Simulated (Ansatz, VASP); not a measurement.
**ZrB2: VASP beside Ansatz**

```
Zr B
1.0
     3.16721    0.00000    0.00000
    -1.58360    2.74288    0.00000
     0.00000    0.00000    3.55258
Zr B
1 2
Direct
  0.00000 0.00000 0.00000
  0.33333 0.66667 0.50000
  0.66667 0.33333 0.50000
```

Alike in both runs: functional r2SCAN; k mesh 12 × 12 × 10; occupations fermi-dirac, width 0.1 eV; no spin polarisation.

Ansatz relaxed the structure, and its values are those at the end. VASP's run is a single point on that final structure, the one shown.

```csv
,VASP,Ansatz
version,VASP 6.6.1,Ansatz 0.2.0
potentials or method,"VASP PAW PBE potentials, release 64 (Zr_sv, B), cutoff 520 eV",PAW plane waves
valence electrons in the cell,18,18
```

```csv
,VASP,Ansatz,Ansatz less VASP
pressure (GPa),0.0,0.0,-0.04
```

VASP's potentials were made for PBE, not for r2SCAN. The functional is the same, so the differences come from potentials, cutoffs and numerics. Ansatz's warnings: stress scf threshold loose.
